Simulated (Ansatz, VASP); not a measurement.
## One calculation of Mn, two programs

```
Mn
1.0
     0.00000    2.30806    2.30806
     2.30806    0.00000    2.30806
     2.30806    2.30806    0.00000
Mn
2
Direct
  0.00000 0.00000 0.00000
  0.50000 0.50000 0.50000
```

Alike in both runs: task single point; functional PBE; k mesh 13 × 13 × 13; occupations fermi-dirac, width 0.05 eV; collinear spin.

|  | VASP | Ansatz |
| --- | --- | --- |
| version | VASP 6.6.1 | Ansatz 0.2.0 |
| potentials or method | VASP PAW PBE potentials, release 64 (Mn_pv), cutoff 520 eV | plane waves (420 eV) with PAW, scalar-relativistic |
| valence electrons in the cell | 26 | 30 |

|  | VASP | Ansatz | Ansatz less VASP |
| --- | --- | --- | --- |
| pressure (GPa) | 11.0 | 10.9 | -0.13 |
| net moment per atom (μB) | 0.00 | 0.00 | 0.000 |
| size of the moment on the site where the two differ most (μB) | 2.06 | 1.93 | -0.129 |

Site moments also hang on the region over which each program counts them. With one functional, cell and mesh, what is left measures potentials, basis and numerics. VASP's potentials hold 26 valence electrons a cell and Ansatz's 30, so a difference there can come from the potentials and not from the codes.
